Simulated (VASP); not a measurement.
# O (Fd-3m) in VASP: notebook

O is run at these levels: PBE; tasks: single point.

All numbers are computed with VASP 6.6.1; they aren't measurements. Logs are shortened: lines on timing, memory, paths and dates and some standing lists are left out, and cuts for length are marked.

## 1. The cell of the first run

It takes space group Fd-3m (No. 227, cubic). Conventional cell: a = 4.405 Å, b = 4.405 Å, c = 4.405 Å, α = 90.00°, β = 90.00°, γ = 90.00°. O (site symmetry -43m) has 4 O at 1.91 Å within 2.5 Å.

## 2. Single point, PBE

INCAR reads:

```
PREC     = Accurate       # precision mode
ENCUT    = 600            # plane-wave cutoff, eV
EDIFF    = 1E-6           # SCF threshold, eV
ISMEAR   = -1             # smearing method
SIGMA    = 0.1            # smearing width, eV
LREAL    = False          # projectors in reciprocal space
LASPH    = True           # aspherical terms in the spheres
NELM     = 120            # most SCF steps
ALGO     = Normal         # electronic algorithm
ISIF     = 2              # what is computed and relaxed
LWAVE    = False          # write WAVECAR
LCHARG   = False          # write CHGCAR
GGA      = PE             # functional
NBANDS   = 13             # bands
GGA_COMPAT= False
```

KPOINTS reads:

```
regular mesh
0
Gamma
  6 6 6
```

POSCAR reads:

```
O
1.0
   -2.2023432717      0.0000000000      2.2023432717
    0.0000000000      2.2023432717      2.2023432717
   -2.2023432717      2.2023432717      0.0000000000
O
2
Direct
    0.0000000000      0.0000000000      0.0000000000
    0.2500000000      0.2500000000      0.2500000000
```

Potentials or basis: VASP PAW PBE potentials, release 64 (O).

Run with:

```bash
cat potpaw_PBE.64/O/POTCAR > POTCAR
mpirun -np 1 vasp_std > vasp.out
```

OUTCAR:

```text
PREC = Accurate
   ENCUT = 600
   EDIFF = 1E-6
   ISMEAR = -1
   LREAL = False
   LASPH = True
   NELM = 120
   ISIF = 2
   GGA = PE

 ion  position               nearest neighbor table
   1  0.000  0.000  0.000-   2 1.91   2 1.91   2 1.91   2 1.91
   2  0.250  0.250  0.250-   1 1.91   1 1.91   1 1.91   1 1.91

  LATTYP: Found a face centered cubic cell.
 ALAT       =     4.4046865434

  Lattice vectors:

 A1 = (  -2.2023432717,   0.0000000000,   2.2023432717)
 A2 = (   0.0000000000,   2.2023432717,   2.2023432717)
 A3 = (  -2.2023432717,   2.2023432717,   0.0000000000)

Analysis of symmetry for initial positions (statically):
=====================================================================
 Subroutine PRICEL returns:
 Original cell was already a primitive cell.

 Routine SETGRP: Setting up the symmetry group for a
 face centered cubic supercell.

 Subroutine GETGRP returns: Found 48 space group operations
 (whereof 24 operations were pure point group operations)
 out of a pool of 48 trial point group operations.

The static configuration has the point symmetry T_d .
 The point group associated with its full space group is O_h .

Analysis of symmetry for dynamics (positions and initial velocities):
=====================================================================
 Subroutine PRICEL returns:
 Original cell was already a primitive cell.

 Routine SETGRP: Setting up the symmetry group for a
 face centered cubic supercell.

 Subroutine GETGRP returns: Found 48 space group operations
 (whereof 24 operations were pure point group operations)
 out of a pool of 48 trial point group operations.

The dynamic configuration has the point symmetry T_d .
 The point group associated with its full space group is O_h .

 Subroutine INISYM returns: Found 48 space group operations
 (whereof 24 operations are pure point group operations),
 and found     1 'primitive' translations

----------------------------------------------------------------------------------------

                                     Primitive cell

  volume of cell :      21.3641

  direct lattice vectors                    reciprocal lattice vectors
    -2.202343272  0.000000000  2.202343272    -0.227030911 -0.227030911  0.227030911
     0.000000000  2.202343272  2.202343272     0.227030911  0.227030911  0.227030911
    -2.202343272  2.202343272  0.000000000    -0.227030911  0.227030911 -0.227030911

  length of vectors
     3.114583724  3.114583724  3.114583724     0.393229073  0.393229073  0.393229073

  position of ions in fractional coordinates (direct lattice)
     0.000000000  0.000000000  0.000000000
     0.250000000  0.250000000  0.250000000

  ion indices of the primitive-cell ions
   primitive index   ion index
                 1           1
                 2           2

----------------------------------------------------------------------------------------

 KPOINTS: regular mesh

Automatic generation of k-mesh.
 Grid dimensions read from file:
 generate k-points for:    6    6    6

 Generating k-lattice:

  Cartesian coordinates                     Fractional coordinates (reciprocal lattice)
    -0.037838485 -0.037838485  0.037838485     0.166666667  0.000000000  0.000000000
     0.037838485  0.037838485  0.037838485     0.000000000  0.166666667  0.000000000
    -0.037838485  0.037838485 -0.037838485     0.000000000  0.000000000  0.166666667

  Length of vectors
     0.065538179  0.065538179  0.065538179

  Shift w.r.t. Gamma in fractional coordinates (k-lattice)
     0.000000000  0.000000000  0.000000000

 Subroutine IBZKPT returns following result:
 ===========================================

 Found     16 irreducible k-points:

 Following reciprocal coordinates:
            Coordinates               Weight
  0.000000  0.000000  0.000000      1.000000
  0.166667  0.000000  0.000000      8.000000
  0.333333  0.000000  0.000000      8.000000
  0.500000  0.000000  0.000000      4.000000
  0.166667  0.166667  0.000000      6.000000
  0.333333  0.166667  0.000000     24.000000
[... 8 lines left out ...]
 -0.333333  0.333333  0.166667     24.000000
 -0.333333  0.500000  0.166667     12.000000
   k-points           NKPTS =     16   k-points in BZ     NKDIM =     16   number of bands    NBANDS=     13
   number of dos      NEDOS =    301   number of ions     NIONS =      2
   total plane-waves  NPLWV =  21952
   dimension x,y,z NGX =    28 NGY =   28 NGZ =   28
   dimension x,y,z NGXF=    56 NGYF=   56 NGZF=   56
   ions per type =               2
   NGX,Y,Z   is equivalent  to a cutoff of  14.95, 14.95, 14.95 a.u.
   NGXF,Y,Z  is equivalent  to a cutoff of  29.89, 29.89, 29.89 a.u.
 SYSTEM =  unknown system
   PREC   = accura    normal or accurate (medium, high low for compatibility)
   ISTART =      0    job   : 0-new  1-cont  2-samecut
   ICHARG =      2    charge: 1-file 2-atom 10-const
   ISPIN  =      1    spin polarized calculation?
   LNONCOLLINEAR =      F non collinear calculations
   LSORBIT =      F    spin-orbit coupling
   LASPH  =      T    aspherical Exc in radial PAW
   ENCUT  =  600.0 eV  44.10 Ry    6.64 a.u.   6.22  6.22  6.22*2*pi/ulx,y,z
   NELM   =    120;   NELMIN=  2; NELMDL= -5     # of ELM steps
   EDIFF  = 0.1E-05   stopping-criterion for ELM
   LREAL  =      F    real-space projection
   EDIFFG = 0.1E-04   stopping-criterion for IOM
   NSW    =      0    number of steps for IOM
   IBRION =     -1    ionic relax: 0-MD 1-quasi-New 2-CG
   NFREE  =      0    steps in history (QN), initial steepest desc. (CG)
   ISIF   =      2    stress and relaxation
   ISYM   =      2    0-nonsym 1-usesym 2-fastsym
   POTIM  = 0.5000    time-step for ionic-motion
   TEBEG  =    0.0;   TEEND  =   0.0 temperature during run
   PSTRESS=    0.0 pullay stress
   NELECT =      12.0000    total number of electrons
   NUPDOWN=      -1.0000    fix difference up-down
   EMIN   =  10.00;   EMAX   =-10.00  energy-range for DOS
   EFERMI =   0.00;   METHOD = LEGACY
   ISMEAR =    -1;   SIGMA  =   0.10  broadening in eV -4-tet -1-fermi 0-gaus
   EFERMI_NEDOS =   21; number of points for ismear=-14 and -15
   IALGO  =     38    algorithm
   IMIX   =      4    mixing-type and parameters
     AMIX     =   0.40;   BMIX     =  1.00
     AMIX_MAG =   1.60;   BMIX_MAG =  1.00
  volume/ion in A,a.u.               =      10.68        72.09
  Fermi-wavevector in a.u.,A,eV,Ry     =   1.350746  2.552539 24.824016  1.824514
  Thomas-Fermi vector in A             =   2.478225
   LORBIT       =      0    0 simple, 1 ext, 2 COOP (PROOUT), +10 PAW based schemes
   GGA     = PE    functional components
   LHFCALC =     F    Hartree Fock is set to
   AEXX    =    0.0000 exact exchange contribution
   IVDW    =     0    specifies the selected vdW correction
   LEPSILON=     F    determine dielectric tensor
   LRPA    =     F    only Hartree local field effects (RPA)
 non-spin polarized calculation
  energy-cutoff  :      600.00
  volume of cell :       21.36
 maximum number of plane-waves:       725
 NGX is ok and might be reduce to    28
   NGX = 13   NGY = 13   NGZ = 13

 number of electron      11.9999999 magnetization

 Free energy of the ion-electron system (eV)
  ---------------------------------------------------
  ext. energy  EPLUGINS =         0.00000000
  ---------------------------------------------------
  free energy    TOTEN  =        -6.21296267 eV

  energy without entropy =       -6.16144758  energy(sigma->0) =       -6.18720512

 E-fermi :   0.4002     XC(G=0):  -9.9405

 val. band max:        0.3312849848   @ k =  -0.1667   0.1667   0.0000
 cond. band min:       0.4202395449   @ k =  -0.3333   0.1667   0.0000
 fundamental gap:      0.0889545601
 Fermi energy:         0.4001588737

 k-point     1 :       0.0000    0.0000    0.0000
  band No.  band energies     occupation
      1     -20.9853      2.00000
      2     -13.2126      2.00000
      3      -3.3405      2.00000
      4      -3.3405      2.00000
      5      -3.3405      2.00000
      6      -0.2258      1.99618
      7      -0.2258      1.99618
      8      -0.2258      1.99618
      9      10.2842      0.00000
     10      24.0915      0.00000
     11      24.0915      0.00000
     12      24.0916      0.00000
     13      24.5368      0.00000

 k-point     2 :       0.1667    0.0000    0.0000
  band No.  band energies     occupation
      1     -20.6728      2.00000
      2     -13.7765      2.00000
      3      -3.6334      2.00000
      4      -3.6270      2.00000
      5      -3.6270      2.00000
      6       0.1041      1.90148
      7       0.1041      1.90148
      8       0.1043      1.90134
      9      11.0991      0.00000
     10      21.4490      0.00000
     11      21.8630      0.00000
     12      21.8630      0.00000
     13      27.5377      0.00000

 k-point     3 :       0.3333    0.0000    0.0000
  band No.  band energies     occupation
      1     -19.8709      2.00000
      2     -15.0412      2.00000
      3      -4.2849      2.00000
      4      -4.0752      2.00000
      5      -4.0752      2.00000
      6       0.6232      0.19419
      7       0.6232      0.19419
      8       1.0077      0.00459
      9      12.6874      0.00000
     10      18.2799      0.00000
     11      20.7853      0.00000
     12      20.7853      0.00000
     13      27.7969      0.00000

 k-point     4 :       0.5000    0.0000    0.0000
  band No.  band energies     occupation
      1     -19.2822      2.00000
      2     -15.8458      2.00000
      3      -4.6001      2.00000
      4      -4.2612      2.00000
      5      -4.2612      2.00000
      6       0.8364      0.02519
      7       0.8364      0.02519
      8       1.5282      0.00003
      9      13.8112      0.00000
     10      16.4561      0.00000
     11      20.5700      0.00000
     12      20.5700      0.00000
     13      28.5795      0.00000

 k-point     5 :       0.1667    0.1667    0.0000
  band No.  band energies     occupation
      1     -20.5630      2.00000
      2     -13.9554      2.00000
      3      -4.0239      2.00000
      4      -4.0239      2.00000
      5      -2.8808      2.00000
      6      -0.6800      1.99996
      7       0.5298      0.42945
      8       0.5298      0.42945
      9      11.3577      0.00000
     10      18.7027      0.00000
     11      24.2290      0.00000
     12      24.2290      0.00000
     13      25.3844      0.00000
[... 129 lines left out ...]
 k-point    14 :       0.5000    0.3333    0.1667
  band No.  band energies     occupation
      1     -19.1243      2.00000
      2     -15.9768      2.00000
      3      -5.5903      2.00000
      4      -4.8127      2.00000
      5      -2.2403      2.00000
      6      -0.4752      1.99968
      7       1.4374      0.00006
      8       1.6622      0.00001
      9      13.2846      0.00000
     10      15.5052      0.00000
     11      21.7066      0.00000
     12      22.7137      0.00000
     13      28.0676      0.00000

 k-point    15 :      -0.3333    0.3333    0.1667
  band No.  band energies     occupation
      1     -18.4744      2.00000
      2     -16.7270      2.00000
      3      -5.9286      2.00000
      4      -5.0580      2.00000
      5      -2.0192      2.00000
      6      -0.2397      1.99668
      7       1.5577      0.00002
      8       1.8269      0.00000
      9      13.6248      0.00000
     10      14.8929      0.00000
     11      21.6601      0.00000
     12      22.2734      0.00000
     13      29.0546      0.00000

 k-point    16 :      -0.3333    0.5000    0.1667
  band No.  band energies     occupation
      1     -17.6214      2.00000
      2     -17.6214      2.00000
      3      -5.6036      2.00000
      4      -5.6036      2.00000
      5      -1.2332      2.00000
      6      -1.2332      2.00000
      7       1.9072      0.00000
      8       1.9072      0.00000
      9      13.9682      0.00000
     10      13.9682      0.00000
     11      22.8406      0.00000
     12      22.8406      0.00000
     13      29.1015      0.00000

------------------------ aborting loop because EDIFF is reached ----------------------------------------

  FORCE on cell =-STRESS in cart. coord.  units (eV):
  Direction    XX          YY          ZZ          XY          YZ          ZX
  --------------------------------------------------------------------------------------
  -------------------------------------------------------------------------------------
  Total       -0.0392554     -0.0392554     -0.0392554     -0.0000000      0.0000000     -0.0000000
  in kB       -2.9439124     -2.9439124     -2.9439124     -0.0000000      0.0000000     -0.0000000
  external PRESSURE =      -2.9439124 kB  Pullay stress =       0.0000000 kB

 VOLUME and BASIS-vectors are now :
 -----------------------------------------------------------------------------
  energy-cutoff  :      600.00
  volume of cell :       21.36
      direct lattice vectors                 reciprocal lattice vectors
    -2.202343272  0.000000000  2.202343272    -0.227030911 -0.227030911  0.227030911
     0.000000000  2.202343272  2.202343272     0.227030911  0.227030911  0.227030911
    -2.202343272  2.202343272  0.000000000    -0.227030911  0.227030911 -0.227030911

 POSITION                                       TOTAL-FORCE (eV/Angst)
 -----------------------------------------------------------------------------------
      0.00000      0.00000      0.00000        -0.000000      0.000000      0.000000
     -1.10117      1.10117      1.10117         0.000000     -0.000000     -0.000000
 -----------------------------------------------------------------------------------
    total drift:                               -0.000000      0.000000      0.000000

  FREE ENERGIE OF THE ION-ELECTRON SYSTEM (eV)
  ---------------------------------------------------
  free  energy   TOTEN  =        -6.2129626679 eV

  energy  without entropy=       -6.1614475819  energy(sigma->0) =       -6.18720512
```

It took 12 s on 1 thread of Intel Xeon 8259CL, shared host; peak memory 0.14 GiB.

Results:

```
Free energy            : -6.2130 eV
Pressure               : -0.3 GPa
Band gap on the k mesh : zero (bands 6 and 7 overlap by 1.06 eV)
```

Levels at points of the mesh, in eV from the Fermi level:
```tsv
k point	band 4	band 5	band 6	band 7	band 8	band 9
(0.00, 0.00, 0.00)	-3.74	-3.74	-0.63	-0.63	-0.63	9.88
(0.50, 0.00, 0.00)	-4.66	-4.66	0.44	0.44	1.13	13.41
(0.50, 0.50, 0.00)	-5.73	-2.15	-2.15	1.70	1.70	13.47
```

Caveat: the k points lie up to 0.41 Å⁻¹ apart, too coarse for converged energies and pressures of a metal.

## 3. Single point, PBE

INCAR reads:

```
SYSTEM = O
PREC = Accurate ; ENCUT = 600
EDIFF = 1E-6 ; ISMEAR = -1
SIGMA = 0.1 ; LREAL = .FALSE.
LASPH = .TRUE. ; NELM = 120
ALGO = Normal ; ISIF = 2
LWAVE = .FALSE. ; LCHARG = .TRUE.
GGA = PE ; LELF = .TRUE.
LVHAR = .TRUE. ; NBANDS = 13
GGA_COMPAT = .FALSE.
```

KPOINTS reads:

```
Automatic mesh
0
G
  6 6 6
  0 0 0
```

POSCAR is that of step 2.

Potentials or basis: VASP PAW PBE potentials, release 64 (O).

Run with:

```bash
cat potpaw_PBE.64/O/POTCAR > POTCAR
mpirun -np 1 vasp_std > vasp.out
```

Run time: 13 s. Hardware: 1 thread of Intel Xeon 8259CL, shared host; peak memory 0.14 GiB.

The run converged. Its results:

```
Free energy            : -6.2130 eV
Pressure               : -0.3 GPa
Band gap on the k mesh : zero (bands 6 and 7 overlap by 1.06 eV)
```

Levels at points of the mesh, in eV from the Fermi level:
```tsv
k point	band 3	band 4	band 5	band 6	band 7	band 8	band 9	band 10
(0.00, 0.00, 0.00)	-3.74	-3.74	-3.74	-0.63	-0.63	-0.63	9.88	23.69
(0.50, 0.00, 0.00)	-5.00	-4.66	-4.66	0.44	0.44	1.13	13.41	16.06
(0.50, 0.50, 0.00)	-5.73	-5.73	-2.15	-2.15	1.70	1.70	13.47	13.47
```

Caveat: the k points lie up to 0.41 Å⁻¹ apart, too coarse for converged energies and pressures of a metal.
